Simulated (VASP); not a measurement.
# Ga3As3O in VASP: single point with PBE

Aim: the single point of Ga3As3O with PBE.

All numbers are computed with VASP 6.6.1; they aren't measurements. Logs are shortened: lines on timing, memory, paths and dates and some standing lists are left out, and cuts for length are marked.

### 1 The cell of the first run

The cell holds a slab with vacuum, 7 atoms: a = 4.063 Å, b = 5.746 Å, c = 19.892 Å, α = 90.00°, β = 90.00°, γ = 90.00°.

### 2 Single point, PBE, collinear spin, ferromagnetic start

INCAR reads:

```
SYSTEM = Ga3As3O
ALGO = Normal ; DIPOL = 0.5 0.5 0.315
EDIFF = 1E-6 ; ENCUT = 520
GGA = PE ; GGA_COMPAT = .FALSE.
IDIPOL = 3 ; ISIF = 2
ISMEAR = 0 ; ISPIN = 2
LASPH = .TRUE. ; LCHARG = .FALSE.
LDIPOL = .TRUE. ; LORBIT = 11
LREAL = .FALSE. ; LWAVE = .FALSE.
MAGMOM = 0 0 0 0 0 0 2 ; NBANDS = 43
NELM = 200 ; NELMDL = -8
PREC = Accurate ; SIGMA = 0.05
```

KPOINTS reads:

```
k-points
0
G
  7 5 1
  0 0 0
```

POSCAR reads:

```
Ga3As3O
1.0
    4.0629609251      0.0000000000      0.0000000000
    0.0000000000      5.7458944437      0.0000000000
    0.0000000000      0.0000000000     19.8924416078
Ga As O
3 3 1
Direct
    0.5000000000      0.5000000000      0.2010813996
    0.0000000000      0.0635976529      0.3146195102
    0.5000000000      0.4877931194      0.3796180525
    0.0000000000      0.2500000000      0.2010813996
    0.5000000000      0.8095618192      0.2945553866
    0.0000000000      0.2894088168      0.4218909761
    0.5000000000      0.7894088168      0.3886540531
```

Potentials or basis: VASP PAW PBE potentials, release 64 (Ga_d, As, O).

Command:

```bash
> cat potpaw_PBE.64/Ga_d/POTCAR potpaw_PBE.64/As/POTCAR potpaw_PBE.64/O/POTCAR > POTCAR
> mpirun -np 1 vasp_std > vasp.out
```

OUTCAR:

```text
SYSTEM = Ga3As3O
   EDIFF = 1E-6
   ENCUT = 520
   GGA = PE
   ISIF = 2
   ISMEAR = 0
   ISPIN = 2
   LASPH = .TRUE.
   LORBIT = 11
   LREAL = .FALSE.
   NELM = 200
   NELMDL = -8
   PREC = Accurate

 ion  position               nearest neighbor table
   1  0.500  0.500  0.201-   4 2.49   4 2.49   5 2.57
   2  0.000  0.064  0.315-   6 2.50   4 2.50   5 2.53   5 2.53
   3  0.500  0.488  0.380-   7 1.74   6 2.48   6 2.48   5 2.51
   4  0.000  0.250  0.201-   1 2.49   1 2.49   2 2.50
   5  0.500  0.810  0.295-   7 1.88   3 2.51   2 2.53   2 2.53   1 2.57
   6  0.000  0.289  0.422-   3 2.48   3 2.48   2 2.50
   7  0.500  0.789  0.389-   3 1.74   5 1.88

  LATTYP: Found a simple orthorhombic cell.
 ALAT       =     4.0629609251
 B/A-ratio  =     1.4142135624
 C/A-ratio  =     4.8960455132

  Lattice vectors:

 A1 = (   4.0629609251,   0.0000000000,   0.0000000000)
 A2 = (   0.0000000000,   5.7458944437,   0.0000000000)
 A3 = (   0.0000000000,   0.0000000000,  19.8924416078)

Analysis of symmetry for initial positions (statically):
=====================================================================
 Subroutine PRICEL returns:
 Original cell was already a primitive cell.

 Routine SETGRP: Setting up the symmetry group for a
 simple orthorhombic supercell.

 Subroutine GETGRP returns: Found  2 space group operations
 (whereof  2 operations were pure point group operations)
 out of a pool of  8 trial point group operations.

The static configuration has the point symmetry C_1h.

Analysis of symmetry for dynamics (positions and initial velocities):
=====================================================================
 Subroutine PRICEL returns:
 Original cell was already a primitive cell.

 Routine SETGRP: Setting up the symmetry group for a
 simple orthorhombic supercell.

 Subroutine GETGRP returns: Found  2 space group operations
 (whereof  2 operations were pure point group operations)
 out of a pool of  8 trial point group operations.

The dynamic configuration has the point symmetry C_1h.

Analysis of structural, dynamic, and magnetic symmetry:
=====================================================================
 Subroutine PRICEL returns:
 Original cell was already a primitive cell.

 Routine SETGRP: Setting up the symmetry group for a
 simple orthorhombic supercell.

 Subroutine GETGRP returns: Found  2 space group operations
 (whereof  2 operations were pure point group operations)
 out of a pool of  8 trial point group operations.

The overall configuration has the point symmetry C_1h.

 Subroutine INISYM returns: Found  2 space group operations
 (whereof  2 operations are pure point group operations),
 and found     1 'primitive' translations

----------------------------------------------------------------------------------------

                                     Primitive cell

  volume of cell :     464.3959

  direct lattice vectors                    reciprocal lattice vectors
     4.062960925  0.000000000  0.000000000     0.246125921  0.000000000  0.000000000
     0.000000000  5.745894444  0.000000000     0.000000000  0.174037308  0.000000000
     0.000000000  0.000000000 19.892441608     0.000000000  0.000000000  0.050270350

  length of vectors
     4.062960925  5.745894444 19.892441608     0.246125921  0.174037308  0.050270350

  position of ions in fractional coordinates (direct lattice)
     0.500000000  0.500000000  0.201081400
     0.000000000  0.063597653  0.314619510
     0.500000000  0.487793119  0.379618052
     0.000000000  0.250000000  0.201081400
     0.500000000  0.809561819  0.294555387
     0.000000000  0.289408817  0.421890976
     0.500000000  0.789408817  0.388654053

  ion indices of the primitive-cell ions
   primitive index   ion index
                 1           1
                 2           2
                 3           3
                 4           4
                 5           5
                 6           6
                 7           7

[... 42 lines left out ...]
   total plane-waves  NPLWV = 216000
   dimension x,y,z NGX =    30 NGY =   48 NGZ =  150
   dimension x,y,z NGXF=    60 NGYF=   96 NGZF=  300
   ions per type =               3   3   1
   NGX,Y,Z   is equivalent  to a cutoff of  12.28, 13.89, 12.54 a.u.
   NGXF,Y,Z  is equivalent  to a cutoff of  24.55, 27.78, 25.07 a.u.
 SYSTEM =  Ga3As3O
   PREC   = accura    normal or accurate (medium, high low for compatibility)
   ISTART =      0    job   : 0-new  1-cont  2-samecut
   ICHARG =      2    charge: 1-file 2-atom 10-const
   ISPIN  =      2    spin polarized calculation?
   LNONCOLLINEAR =      F non collinear calculations
   LSORBIT =      F    spin-orbit coupling
   LASPH  =      T    aspherical Exc in radial PAW
   ENCUT  =  520.0 eV  38.22 Ry    6.18 a.u.   7.55 10.68 36.99*2*pi/ulx,y,z
   NELM   =    200;   NELMIN=  2; NELMDL= -8     # of ELM steps
   EDIFF  = 0.1E-05   stopping-criterion for ELM
   LREAL  =      F    real-space projection
   EDIFFG = 0.1E-04   stopping-criterion for IOM
   NSW    =      0    number of steps for IOM
   IBRION =     -1    ionic relax: 0-MD 1-quasi-New 2-CG
   NFREE  =      0    steps in history (QN), initial steepest desc. (CG)
   ISIF   =      2    stress and relaxation
   ISYM   =      2    0-nonsym 1-usesym 2-fastsym
   POTIM  = 0.5000    time-step for ionic-motion
   TEBEG  =    0.0;   TEEND  =   0.0 temperature during run
   PSTRESS=    0.0 pullay stress
   NELECT =      60.0000    total number of electrons
   NUPDOWN=      -1.0000    fix difference up-down
   EMIN   =  10.00;   EMAX   =-10.00  energy-range for DOS
   EFERMI =   0.00;   METHOD = LEGACY
   ISMEAR =     0;   SIGMA  =   0.05  broadening in eV -4-tet -1-fermi 0-gaus
   EFERMI_NEDOS =   21; number of points for ismear=-14 and -15
   IALGO  =     38    algorithm
   IMIX   =      4    mixing-type and parameters
     AMIX     =   0.40;   BMIX     =  1.00
     AMIX_MAG =   1.60;   BMIX_MAG =  1.00
  volume/ion in A,a.u.               =      66.34       447.70
  Fermi-wavevector in a.u.,A,eV,Ry     =   0.827616  1.563968  9.319297  0.684949
  Thomas-Fermi vector in A             =   1.939851
   LORBIT       =     11    0 simple, 1 ext, 2 COOP (PROOUT), +10 PAW based schemes
   GGA     = PE    functional components
   LHFCALC =     F    Hartree Fock is set to
   AEXX    =    0.0000 exact exchange contribution
   IVDW    =     0    specifies the selected vdW correction
   LEPSILON=     F    determine dielectric tensor
   LRPA    =     F    only Hartree local field effects (RPA)
 spin polarized calculation
 Gauss-broadening in eV      SIGMA  =   0.05
  energy-cutoff  :      520.00
  volume of cell :      464.40
 maximum number of plane-waves:     12539
 NGX is ok and might be reduce to    30
   NGX = 15   NGY = 21   NGZ = 73

 number of electron      60.0000037 magnetization       0.0005791

 dipolmoment           0.000000      0.000000      0.083353 electrons x Angstroem

 Free energy of the ion-electron system (eV)
  ---------------------------------------------------
  ext. energy  EPLUGINS =         0.00000000
  ---------------------------------------------------
  free energy    TOTEN  =       -27.91407524 eV

  energy without entropy =      -27.90910158  energy(sigma->0) =      -27.91158841

 E-fermi :  -2.4328     XC(G=0):  -3.7434

 val. band max:       -2.4544786620   @ k =   0.4286   0.4000   0.0000
 cond. band min:      -2.3808416854   @ k =   0.4286   0.2000   0.0000
 fundamental gap:      0.0736369766
 Fermi energy:        -2.4327688156

 spin component 1

 k-point     1 :       0.0000    0.0000    0.0000
  band No.  band energies     occupation
      1     -21.9573      1.00000
      2     -17.3400      1.00000
      3     -17.3258      1.00000
      4     -17.2708      1.00000
      5     -17.2388      1.00000
      6     -17.1979      1.00000
[... 529 lines left out ...]
     41       4.2119      0.00000
     42       4.6098      0.00000
 Fermi energy:        -2.4327688156

 spin component 2

 k-point     1 :       0.0000    0.0000    0.0000
  band No.  band energies     occupation
      1     -21.9572      1.00000
      2     -17.3400      1.00000
      3     -17.3257      1.00000
      4     -17.2707      1.00000
      5     -17.2388      1.00000
      6     -17.1979      1.00000
[... 529 lines left out ...]
     41       4.2121      0.00000
     42       4.6110      0.00000
 [bands above 42 left out]

------------------------ aborting loop because EDIFF is reached ----------------------------------------

 vacuum level on the upper side and lower side of the slab       (xc-potential included)         0.166        -0.465

  FORCE on cell =-STRESS in cart. coord.  units (eV):
  Direction    XX          YY          ZZ          XY          YZ          ZX
  --------------------------------------------------------------------------------------
  -------------------------------------------------------------------------------------
  Total       -0.6994032      6.9865453      1.5582916      0.0000000     -1.4461783      0.0000000
  in kB       -2.4129583     24.1037538      5.3761445      0.0000000     -4.9893507      0.0000000
  external PRESSURE =       9.0223134 kB  Pullay stress =       0.0000000 kB

 VOLUME and BASIS-vectors are now :
 -----------------------------------------------------------------------------
  energy-cutoff  :      520.00
  volume of cell :      464.40
      direct lattice vectors                 reciprocal lattice vectors
     4.062960925  0.000000000  0.000000000     0.246125921  0.000000000  0.000000000
     0.000000000  5.745894444  0.000000000     0.000000000  0.174037308  0.000000000
     0.000000000  0.000000000 19.892441608     0.000000000  0.000000000  0.050270350

 POSITION                                       TOTAL-FORCE (eV/Angst)
 -----------------------------------------------------------------------------------
      2.03148      2.87295      4.00000         0.000000     -1.048743      0.509585
      0.00000      0.36543      6.25855         0.000000      0.665556      0.093218
      2.03148      2.80281      7.55153         0.000000     -3.331873      1.323092
      0.00000      1.43647      4.00000         0.000000      0.381833     -1.028885
      2.03148      4.65166      5.85943         0.000000      1.697628     -0.277064
      0.00000      1.66291      8.39244         0.000000     -0.565182     -0.749434
      2.03148      4.53586      7.73128         0.000000      2.200781      0.129488
 -----------------------------------------------------------------------------------
    total drift:                                0.000000      0.001065      0.000377

  FREE ENERGIE OF THE ION-ELECTRON SYSTEM (eV)
  ---------------------------------------------------
  free  energy   TOTEN  =       -27.9140752382 eV

  energy  without entropy=      -27.9091015801  energy(sigma->0) =      -27.91158841

 vacuum level on the upper side and lower side of the slab         2.870         2.222

 total charge

# of ion       s       p       d       tot
------------------------------------------
    1        0.996   0.570   9.962  11.528
    2        0.928   0.685   9.987  11.600
    3        0.904   0.809  10.093  11.807
    4        1.261   1.457   0.023   2.740
    5        1.244   1.449   0.078   2.771
    6        1.272   1.434   0.024   2.730
    7        1.596   3.395   0.000   4.992
--------------------------------------------------
tot          8.203   9.799  30.167  48.169

 magnetization (x)

# of ion       s       p       d       tot
------------------------------------------
    1        0.000   0.000  -0.000   0.000
    2       -0.000  -0.000   0.000  -0.000
    3       -0.000   0.000   0.000   0.000
    4        0.000   0.000   0.000   0.000
    5        0.000   0.000   0.000   0.000
    6        0.000   0.000   0.000   0.000
    7        0.000   0.000   0.000   0.000
--------------------------------------------------
tot          0.000   0.000   0.000   0.000
```

Wall time 35 min (1 thread of Intel Xeon Platinum 8488C (Sapphire Rapids), shared host); peak memory 0.85 GiB.

Results:

```
Free energy                                           : -27.9141 eV
Largest force                                         : 3.585 eV/Å
Band gap on the k mesh                                : zero (filled and empty bands overlap)
Net moment                                            : 0.00 μB per cell
Valence electrons inside the program's atomic spheres : Ga 11.53, 11.60, 11.81; As 2.74, 2.77, 2.73; O 4.99
```

Forces in eV/Å, atoms in the order of the input:
```
Ga   0.000 -1.049  0.510
Ga   0.000  0.666  0.093
Ga   0.000 -3.332  1.323
As   0.000  0.382 -1.029
As   0.000  1.698 -0.277
As   0.000 -0.565 -0.749
O    0.000  2.201  0.129
```

The gap in the log of VASP goes by the Fermi energy; the results here count the filled bands.